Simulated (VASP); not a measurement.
# Mg (P6_3/mmc) in VASP: notebook

Runs on Mg. Level: PBEsol. Tasks: single point.

Everything below comes from runs of VASP 6.6.1. Logs are shortened: lines on timing, memory, paths and dates and some standing lists are left out, and cuts for length are marked.

**1. The cell of the first run**

It takes space group P6_3/mmc (No. 194, hexagonal). The conventional cell has a = 3.175 Å, b = 3.175 Å, c = 5.154 Å, α = 90.00°, β = 90.00°, γ = 120.00°. Mg (site symmetry -6m2) has 12 Mg at 3.16 to 3.17 Å within 4.2 Å.

**2. Single point, PBEsol**

The input, INCAR:

```
ALGO = Normal
EDIFF = 1E-6
ENCUT = 520
GGA = PS
ISIF = 2
ISMEAR = -1
LASPH = True
LCHARG = False
LREAL = False
LWAVE = False
NBANDS = 9
NELM = 60
PREC = Accurate
SIGMA = 0.1
```

The input, KPOINTS:

```
k-points
0
Gamma
  19 19 10
```

The input, POSCAR:

```
Mg
1.0
    3.1749608202      0.0000000000      0.0000000000
   -1.5874804101      2.7495967263      0.0000000000
    0.0000000000      0.0000000000      5.1543210931
Mg
2
Direct
    0.3333333333      0.6666666667      0.2500000000
    0.6666666667      0.3333333333      0.7500000000
```

Potentials or basis: VASP PAW PBE potentials, release 64 (Mg).

Launch:

```console
$ cat potpaw_PBE.64/Mg/POTCAR > POTCAR
$ mpirun -np 1 vasp_std > vasp.out
```

OUTCAR:

```text
EDIFF = 1E-6
   ENCUT = 520
   GGA = PS
   ISIF = 2
   ISMEAR = -1
   LASPH = True
   LREAL = False
   NELM = 60
   PREC = Accurate

 ion  position               nearest neighbor table
   1  0.333  0.667  0.250-   2 3.16   2 3.16   2 3.16   2 3.16   2 3.16   2 3.16
   2  0.667  0.333  0.750-   1 3.16   1 3.16   1 3.16   1 3.16   1 3.16   1 3.16

  LATTYP: Found a hexagonal cell.
 ALAT       =     3.1749608202
 C/A-ratio  =     1.6234282516

  Lattice vectors:

 A1 = (   3.1749608202,   0.0000000000,   0.0000000000)
 A2 = (  -1.5874804101,   2.7495967263,   0.0000000000)
 A3 = (   0.0000000000,   0.0000000000,   5.1543210931)

Analysis of symmetry for initial positions (statically):
=====================================================================
 Subroutine PRICEL returns:
 Original cell was already a primitive cell.

 Routine SETGRP: Setting up the symmetry group for a
 hexagonal supercell.

 Subroutine GETGRP returns: Found 24 space group operations
 (whereof 12 operations were pure point group operations)
 out of a pool of 24 trial point group operations.

The static configuration has the point symmetry D_3d.
 The point group associated with its full space group is D_6h.

Analysis of symmetry for dynamics (positions and initial velocities):
=====================================================================
 Subroutine PRICEL returns:
 Original cell was already a primitive cell.

 Routine SETGRP: Setting up the symmetry group for a
 hexagonal supercell.

 Subroutine GETGRP returns: Found 24 space group operations
 (whereof 12 operations were pure point group operations)
 out of a pool of 24 trial point group operations.

The dynamic configuration has the point symmetry D_3d.
 The point group associated with its full space group is D_6h.

 Subroutine INISYM returns: Found 24 space group operations
 (whereof 12 operations are pure point group operations),
 and found     1 'primitive' translations

----------------------------------------------------------------------------------------

                                     Primitive cell

  volume of cell :      44.9965

  direct lattice vectors                    reciprocal lattice vectors
     3.174960820  0.000000000  0.000000000     0.314964517  0.181844848  0.000000000
    -1.587480410  2.749596726  0.000000000     0.000000000  0.363689697  0.000000000
     0.000000000  0.000000000  5.154321093     0.000000000  0.000000000  0.194011972

  length of vectors
     3.174960820  3.174960820  5.154321093     0.363689697  0.363689697  0.194011972

  position of ions in fractional coordinates (direct lattice)
     0.333333333  0.666666667  0.250000000
     0.666666667  0.333333333  0.750000000

  ion indices of the primitive-cell ions
   primitive index   ion index
                 1           1
                 2           2

----------------------------------------------------------------------------------------

 KPOINTS: k-points

Automatic generation of k-mesh.
 Grid dimensions read from file:
 generate k-points for:   19   19   10

 Generating k-lattice:

  Cartesian coordinates                     Fractional coordinates (reciprocal lattice)
     0.016577080  0.009570781  0.000000000     0.052631579 -0.000000000  0.000000000
     0.000000000  0.019141563  0.000000000     0.000000000  0.052631579  0.000000000
     0.000000000  0.000000000  0.019401197     0.000000000  0.000000000  0.100000000

  Length of vectors
     0.019141563  0.019141563  0.019401197

  Shift w.r.t. Gamma in fractional coordinates (k-lattice)
     0.000000000  0.000000000  0.000000000

 Subroutine IBZKPT returns following result:
 ===========================================

 Found    240 irreducible k-points:

 Following reciprocal coordinates:
            Coordinates               Weight
  0.000000  0.000000  0.000000      1.000000
  0.052632  0.000000  0.000000      6.000000
  0.105263  0.000000  0.000000      6.000000
  0.157895  0.000000  0.000000      6.000000
  0.210526  0.000000  0.000000      6.000000
  0.263158  0.000000  0.000000      6.000000
[... 16 lines left out ...]
  0.263158  0.105263  0.000000     12.000000
  0.315789  0.105263  0.000000     12.000000
 [... further k-points ...]
   k-points           NKPTS =    240   k-points in BZ     NKDIM =    240   number of bands    NBANDS=      9
   number of dos      NEDOS =    301   number of ions     NIONS =      2
   total plane-waves  NPLWV =  23040
   dimension x,y,z NGX =    24 NGY =   24 NGZ =   40
   dimension x,y,z NGXF=    48 NGYF=   48 NGZF=   80
   ions per type =               2
   NGX,Y,Z   is equivalent  to a cutoff of  12.57, 12.57, 12.90 a.u.
   NGXF,Y,Z  is equivalent  to a cutoff of  25.13, 25.13, 25.80 a.u.
 SYSTEM =  unknown system
   PREC   = accura    normal or accurate (medium, high low for compatibility)
   ISTART =      0    job   : 0-new  1-cont  2-samecut
   ICHARG =      2    charge: 1-file 2-atom 10-const
   ISPIN  =      1    spin polarized calculation?
   LNONCOLLINEAR =      F non collinear calculations
   LSORBIT =      F    spin-orbit coupling
   LASPH  =      T    aspherical Exc in radial PAW
   ENCUT  =  520.0 eV  38.22 Ry    6.18 a.u.   5.90  5.90  9.58*2*pi/ulx,y,z
   NELM   =     60;   NELMIN=  2; NELMDL= -5     # of ELM steps
   EDIFF  = 0.1E-05   stopping-criterion for ELM
   LREAL  =      F    real-space projection
   EDIFFG = 0.1E-04   stopping-criterion for IOM
   NSW    =      0    number of steps for IOM
   IBRION =     -1    ionic relax: 0-MD 1-quasi-New 2-CG
   NFREE  =      0    steps in history (QN), initial steepest desc. (CG)
   ISIF   =      2    stress and relaxation
   ISYM   =      2    0-nonsym 1-usesym 2-fastsym
   POTIM  = 0.5000    time-step for ionic-motion
   TEBEG  =    0.0;   TEEND  =   0.0 temperature during run
   PSTRESS=    0.0 pullay stress
   NELECT =       4.0000    total number of electrons
   NUPDOWN=      -1.0000    fix difference up-down
   EMIN   =  10.00;   EMAX   =-10.00  energy-range for DOS
   EFERMI =   0.00;   METHOD = LEGACY
   ISMEAR =    -1;   SIGMA  =   0.10  broadening in eV -4-tet -1-fermi 0-gaus
   EFERMI_NEDOS =   21; number of points for ismear=-14 and -15
   IALGO  =     38    algorithm
   IMIX   =      4    mixing-type and parameters
     AMIX     =   0.40;   BMIX     =  1.00
     AMIX_MAG =   1.60;   BMIX_MAG =  1.00
  volume/ion in A,a.u.               =      22.50       151.83
  Fermi-wavevector in a.u.,A,eV,Ry     =   0.730637  1.380704  7.263211  0.533831
  Thomas-Fermi vector in A             =   1.822657
   LORBIT       =      0    0 simple, 1 ext, 2 COOP (PROOUT), +10 PAW based schemes
   GGA     = PS    functional components
   LHFCALC =     F    Hartree Fock is set to
   AEXX    =    0.0000 exact exchange contribution
   IVDW    =     0    specifies the selected vdW correction
   LEPSILON=     F    determine dielectric tensor
   LRPA    =     F    only Hartree local field effects (RPA)
 non-spin polarized calculation
  energy-cutoff  :      520.00
  volume of cell :       45.00
 maximum number of plane-waves:      1227
 NGX is ok and might be reduce to    24
   NGX = 11   NGY = 11   NGZ = 19

 number of electron       4.0000000 magnetization

 Free energy of the ion-electron system (eV)
  ---------------------------------------------------
  ext. energy  EPLUGINS =         0.00000000
  ---------------------------------------------------
  free energy    TOTEN  =        -3.45921288 eV

  energy without entropy =       -3.43043431  energy(sigma->0) =       -3.44482359

 E-fermi :   2.6995     XC(G=0):  -8.5971

 val. band max:        2.6859727736   @ k =   0.4211   0.1053   0.5000
 cond. band min:       2.7021753857   @ k =   0.3158   0.2105   0.0000
 fundamental gap:      0.0162026122
 Fermi energy:         2.6995062091

 k-point     1 :       0.0000    0.0000    0.0000
  band No.  band energies     occupation
      1      -4.3190      2.00000
      2       0.9787      2.00000
      3       1.4611      1.99999
      4      13.7396      0.00000
      5      13.7396      0.00000
      6      13.8979      0.00000
      7      13.8979      0.00000
      8      14.6330      0.00000
      9      16.3203      0.00000

 k-point     2 :       0.0526    0.0000    0.0000
  band No.  band energies     occupation
      1      -4.2637      2.00000
      2       1.0291      2.00000
      3       1.5148      1.99999
      4      12.4093      0.00000
      5      12.9905      0.00000
      6      13.7559      0.00000
      7      14.7237      0.00000
      8      15.2635      0.00000
      9      16.9423      0.00000

 k-point     3 :       0.1053    0.0000    0.0000
  band No.  band energies     occupation
      1      -4.0981      2.00000
      2       1.1802      2.00000
      3       1.6750      1.99993
      4      10.7778      0.00000
      5      12.2558      0.00000
      6      13.0446      0.00000
      7      15.5209      0.00000
      8      15.5210      0.00000
      9      15.6455      0.00000

 k-point     4 :       0.1579    0.0000    0.0000
  band No.  band energies     occupation
      1      -3.8226      2.00000
      2       1.4322      1.99999
      3       1.9392      1.99900
      4       9.1719      0.00000
      5      11.6115      0.00000
      6      12.2509      0.00000
      7      13.9319      0.00000
      8      14.8157      0.00000
      9      16.2154      0.00000
[... 205 lines left out ...]
 k-point    22 :       0.2105    0.1053    0.0000
  band No.  band energies     occupation
      1      -2.7834      2.00000
      2       2.3910      1.91257
      3       2.8928      0.25292
      4       6.3387      0.00000
      5       8.2168      0.00000
      6      11.0577      0.00000
      7      11.8005      0.00000
      8      13.0876      0.00000
      9      13.8532      0.00000

 k-point    23 :       0.2632    0.1053    0.0000
  band No.  band energies     occupation
      1      -2.1871      2.00000
      2       2.9467      0.15563
      3       3.3387      0.00335
      4       5.0882      0.00000
      5       7.7702      0.00000
      6       9.7054      0.00000
      7      10.6583      0.00000
      8      12.6563      0.00000
      9      13.5251      0.00000

 k-point    24 :       0.3158    0.1053    0.0000
  band No.  band energies     occupation
      1      -1.4875      2.00000
      2       3.2238      0.01052
      3       3.6038      0.00024
      4       4.5699      0.00000
      5       7.3838      0.00000
      6       8.4420      0.00000
      7       9.6150      0.00000
      8      12.3378      0.00000
      9      13.2689      0.00000

 [... further k-points ...]

------------------------ aborting loop because EDIFF is reached ----------------------------------------

  FORCE on cell =-STRESS in cart. coord.  units (eV):
  Direction    XX          YY          ZZ          XY          YZ          ZX
  --------------------------------------------------------------------------------------
  -------------------------------------------------------------------------------------
  Total        0.0083136      0.0083136      0.0063624      0.0000000      0.0000000      0.0000000
  in kB        0.2960207      0.2960207      0.2265432      0.0000000      0.0000000      0.0000000
  external PRESSURE =       0.2728615 kB  Pullay stress =       0.0000000 kB

 VOLUME and BASIS-vectors are now :
 -----------------------------------------------------------------------------
  energy-cutoff  :      520.00
  volume of cell :       45.00
      direct lattice vectors                 reciprocal lattice vectors
     3.174960820  0.000000000  0.000000000     0.314964517  0.181844848  0.000000000
    -1.587480410  2.749596726  0.000000000     0.000000000  0.363689697  0.000000000
     0.000000000  0.000000000  5.154321093     0.000000000  0.000000000  0.194011972

 POSITION                                       TOTAL-FORCE (eV/Angst)
 -----------------------------------------------------------------------------------
     -0.00000      1.83306      1.28858        -0.000000     -0.000000      0.000000
      1.58748      0.91653      3.86574         0.000000      0.000000      0.000000
 -----------------------------------------------------------------------------------
    total drift:                                0.000000     -0.000000      0.000000

  FREE ENERGIE OF THE ION-ELECTRON SYSTEM (eV)
  ---------------------------------------------------
  free  energy   TOTEN  =        -3.4592128778 eV

  energy  without entropy=       -3.4304343118  energy(sigma->0) =       -3.44482359
```

It took 52 s on 1 thread of Intel Xeon 8259CL, shared host; peak memory 0.22 GiB.

Results:

```yaml
Free_energy: -3.4592 eV
Pressure: 0.0 GPa
Band_gap_on_the_k_mesh: zero (bands 2 and 3 overlap by 2.19 eV)
```

Levels at points of the mesh, in eV from the Fermi level:
| k point | band 1 | band 2 | band 3 | band 4 | band 5 | band 6 |
| --- | --- | --- | --- | --- | --- | --- |
| (0.00, 0.00, 0.00) | -7.02 | -1.72 | -1.24 | 11.04 | 11.04 | 11.20 |
| (0.00, 0.00, 0.50) | -5.61 | -5.61 | 5.09 | 5.09 | 11.79 | 11.79 |

Caveat: the PAW data sets were made with another functional, which shifts forces and pressure a little.

**3. Single point, PBEsol (22.50 Å³/atom)**

The input, INCAR:

```
SYSTEM = Mg
PREC = Accurate ; ENCUT = 520
EDIFF = 1E-7 ; ISMEAR = -1
SIGMA = 0.1 ; LREAL = .FALSE.
LASPH = .TRUE. ; NELM = 80
ALGO = Normal ; ISIF = 2
LWAVE = .FALSE. ; LCHARG = .FALSE.
GGA = PS ; NBANDS = 9
```

The input, KPOINTS:

```
regular mesh
0
G
  19 19 10
  0 0 0
```

POSCAR is that of step 2.

Potentials or basis: VASP PAW PBE potentials, release 64 (Mg).

Launch:

```console
$ cat potpaw_PBE.64/Mg/POTCAR > POTCAR
$ mpirun -np 1 vasp_std > vasp.out
```

Wall time 76 s (1 thread of Intel Xeon 8259CL, shared host); peak memory 0.23 GiB.

It converged, with:

```yaml
Free_energy: -3.4592 eV
Pressure: 0.0 GPa
Band_gap_on_the_k_mesh: zero (bands 2 and 3 overlap by 2.19 eV)
```

Levels at points of the mesh, in eV from the Fermi level:
```csv
k point,band 1,band 2,band 3,band 4,band 5,band 6,band 7
"(0.00, 0.00, 0.00)",-7.02,-1.72,-1.24,11.04,11.04,11.20,11.20
"(0.00, 0.00, 0.50)",-5.61,-5.61,5.09,5.09,11.79,11.79,11.79
```

Caveat: the PAW data sets were made with another functional, which shifts forces and pressure a little.

**4. Single point, PBEsol (23.40 Å³/atom)**

This run uses another cell than the first one, of 23.40 Å³/atom.

The input, INCAR:

```
SYSTEM = Mg
PREC = Accurate ; ENCUT = 520
EDIFF = 1E-6 ; ISMEAR = -1
SIGMA = 0.1 ; LREAL = .FALSE.
LASPH = .TRUE. ; NELM = 80
ALGO = Normal ; ISIF = 2
LWAVE = .FALSE. ; LCHARG = .TRUE.
GGA = PS ; LELF = .TRUE.
LVHAR = .TRUE. ; NBANDS = 9
```

KPOINTS is that of step 3.

The input, POSCAR:

```
Mg
1.0
    3.2167414118      0.0000000000      0.0000000000
   -1.6083707059      2.7857797800      0.0000000000
    0.0000000000      0.0000000000      5.2221488858
Mg
2
Direct
    0.3333333333      0.6666666667      0.2500000000
    0.6666666667      0.3333333333      0.7500000000
```

Launch:

```console
$ cat potpaw_PBE.64/Mg/POTCAR > POTCAR
$ mpirun -np 1 vasp_std > vasp.out
```

Wall time 76 s (1 thread of Intel Xeon 8259CL, shared host); peak memory 0.23 GiB.

It converged, with:

```yaml
Free_energy: -3.4516 eV
Pressure: -1.3 GPa
Band_gap_on_the_k_mesh: zero (bands 2 and 3 overlap by 2.18 eV)
```

Levels at points of the mesh, in eV from the Fermi level:
| k point | band 1 | band 2 | band 3 | band 4 | band 5 | band 6 |
| --- | --- | --- | --- | --- | --- | --- |
| (0.00, 0.00, 0.00) | -6.85 | -1.66 | -1.24 | 10.81 | 10.81 | 10.89 |
| (0.00, 0.00, 0.50) | -5.48 | -5.48 | 4.97 | 4.97 | 11.56 | 11.56 |

Caveat: the PAW data sets were made with another functional, which shifts forces and pressure a little.

**5. Single point, PBEsol (24.30 Å³/atom)**

This run uses another cell than the first one, of 24.30 Å³/atom.

The input, INCAR:

```
PREC = Accurate ; ENCUT = 520
EDIFF = 1E-7 ; ISMEAR = -1
SIGMA = 0.1 ; LREAL = F
LASPH = T ; NELM = 80
ALGO = Normal ; ISIF = 2
LWAVE = F ; LCHARG = T
GGA = PS ; LELF = T
LVHAR = T ; NBANDS = 9
```

The input, KPOINTS:

```
regular mesh
0
Gamma
  19 19 10
```

The input, POSCAR:

```
Mg
1.0
    3.2574639805      0.0000000000      0.0000000000
   -1.6287319902      2.8210465591      0.0000000000
    0.0000000000      0.0000000000      5.2882590544
Mg
2
Direct
    0.3333333333      0.6666666667      0.2500000000
    0.6666666667      0.3333333333      0.7500000000
```

Launch:

```console
$ cat potpaw_PBE.64/Mg/POTCAR > POTCAR
$ mpirun -np 1 vasp_std > vasp.out
```

Run time: 58 s. Hardware: 1 thread of Intel Xeon 8259CL, shared host; peak memory 0.23 GiB.

The run converged. Its results:

```
Free energy            : -3.4300 eV
Pressure               : -2.5 GPa
Band gap on the k mesh : zero (bands 2 and 3 overlap by 2.18 eV)
```

Levels at points of the mesh, in eV from the Fermi level:
```
           k point  band 1  band 2  band 3  band 4  band 5  band 6
(0.00, 0.00, 0.00)   -6.69   -1.60   -1.25   10.60   10.60   10.60
(0.00, 0.00, 0.50)   -5.35   -5.35    4.86    4.86   11.33   11.33
```

Caveat: the PAW data sets were made with another functional, which shifts forces and pressure a little.

**6. Single point, PBEsol (25.20 Å³/atom)**

This run uses another cell than the first one, of 25.20 Å³/atom.

The input, INCAR:

```
PREC = Accurate
ENCUT = 520
EDIFF = 1E-6
ISMEAR = -1
SIGMA = 0.1
LREAL = F
LASPH = T
NELM = 100
ALGO = Normal
ISIF = 2
LWAVE = F
LCHARG = F
GGA = PS
NBANDS = 9
```

KPOINTS is that of step 5.

The input, POSCAR:

```
Mg
1.0
    3.2971930665      0.0000000000      0.0000000000
   -1.6485965332      2.8554529568      0.0000000000
    0.0000000000      0.0000000000      5.3527563750
Mg
2
Direct
    0.3333333333      0.6666666667      0.2500000000
    0.6666666667      0.3333333333      0.7500000000
```

Potentials or basis: VASP PAW PBE potentials, release 64 (Mg).

Launch:

```console
$ cat potpaw_PBE.64/Mg/POTCAR > POTCAR
$ mpirun -np 1 vasp_std > vasp.out
```

It took 1.8 min on 1 thread of Intel Xeon 8259CL, shared host; peak memory 0.25 GiB.

Results (log left out):

| Quantity | Value |
| --- | --- |
| Free energy | -3.3970 eV |
| Pressure | -3.4 GPa |
| Band gap on the k mesh | zero (bands 2 and 3 overlap by 2.18 eV) |

Stress tensor (GPa, compression positive):
```
-3.42  0.00  0.00
 0.00 -3.42  0.00
 0.00  0.00 -3.32
```

Levels at points of the mesh, in eV from the Fermi level:
| k point | band 1 | band 2 | band 3 | band 4 | band 5 |
| --- | --- | --- | --- | --- | --- |
| (0.00, 0.00, 0.00) | -6.54 | -1.54 | -1.25 | 10.33 | 10.33 |
| (0.00, 0.00, 0.50) | -5.23 | -5.23 | 4.75 | 4.75 | 11.12 |

Caveat: the cell stands under tension; the PAW data sets were made with another functional, which shifts forces and pressure a little.

**7. Overview**

| cell | gap on the mesh (eV) | pressure (GPa) |
| --- | --- | --- |
| a = 3.175, b = 3.175, c = 5.154 Å, angles 90.0, 90.0, 120.0°, 2 atoms | none | 0.0 |
| a = 3.217, b = 3.217, c = 5.222 Å, angles 90.0, 90.0, 120.0°, 2 atoms | none | -1.3 |
| a = 3.257, b = 3.257, c = 5.288 Å, angles 90.0, 90.0, 120.0°, 2 atoms | none | -2.5 |
| a = 3.297, b = 3.297, c = 5.353 Å, angles 90.0, 90.0, 120.0°, 2 atoms | none | -3.4 |

Alike in all rows: task single point; level PBEsol; potentials or basis VASP PAW PBE potentials, release 64 (Mg); no spin polarisation; k mesh 19 × 19 × 10; cutoff (eV) 520; smearing fermi-dirac 0.1 eV.

Caveats: the PAW data sets were made with another functional, which shifts forces and pressure a little; the cell stands under tension (at least some runs).

Total energies depend on the potentials used, so only differences within one code and one set of settings carry meaning.
